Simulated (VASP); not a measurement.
The system is Cs2AgSbBr6.

```xyz
10
Lattice="0.0000 5.6893 5.6893 5.6893 0.0000 5.6893 5.6893 5.6893 0.0000" Properties=species:S:1:pos:R:3 pbc="T T T"
Cs    8.5339    8.5339    8.5339
Cs    2.8446    2.8446    2.8446
Ag    5.6893    5.6893    5.6893
Sb    0.0000    0.0000    0.0000
Br    2.8269    5.6893    5.6893
Br    5.6893    5.6893    2.8269
Br    8.5516    5.6893    5.6893
Br    5.6893    2.8269    5.6893
Br    5.6893    8.5516    5.6893
Br    5.6893    5.6893    8.5516
```

* Program: VASP 6.6.1
* Task: relaxation of cell and atoms
* Functional: PBEsol
* Potentials or basis: VASP PAW PBE potentials, release 64 (Cs_sv, Ag, Sb, Br)
* Cutoff: 600 eV
* k mesh: 3 × 3 × 3
* Occupations: methfessel-paxton, width 0.05 eV
* Spin: no spin polarisation

At the start: pressure -1.7 GPa; volume 36.83 Å³/atom.

Problem. Where does the relaxation end?

Solution. Over 5 steps the energy falls by 16.7 meV/atom and the volume is 33.96 Å³/atom (-7.8 %); space group Fm-3m (No. 225, to 0.1 Å) before and after.

Step by step:
```
step  energy change (eV)  largest force (eV/Å)  pressure (GPa)  volume (Å³)
   1              0.0000                0.0373           -1.69       368.29
   2             -0.1380                0.2002           -0.40       348.00
   3             -0.1449                0.2449            0.01       342.84
   4             -0.1596                0.1469            0.02       341.48
   5             -0.1674                0.0136            0.04       339.64
```

Final structure:
```
Cs Ag Sb Br
1.0
     0.00000    5.53772    5.53772
     5.53772    0.00000    5.53772
     5.53772    5.53772    0.00000
Cs Ag Sb Br
2 1 1 6
Cartesian
  8.3066 8.3066 8.3066
  2.7689 2.7689 2.7689
  5.5377 5.5377 5.5377
  0.0000 0.0000 0.0000
  2.7833 5.5377 5.5377
  5.5377 5.5377 2.7833
  8.2921 5.5377 5.5377
  5.5377 2.7833 5.5377
  5.5377 8.2921 5.5377
  5.5377 5.5377 8.2921
```

Caveat: the PAW data sets were made with another functional, which shifts forces and pressure a little.
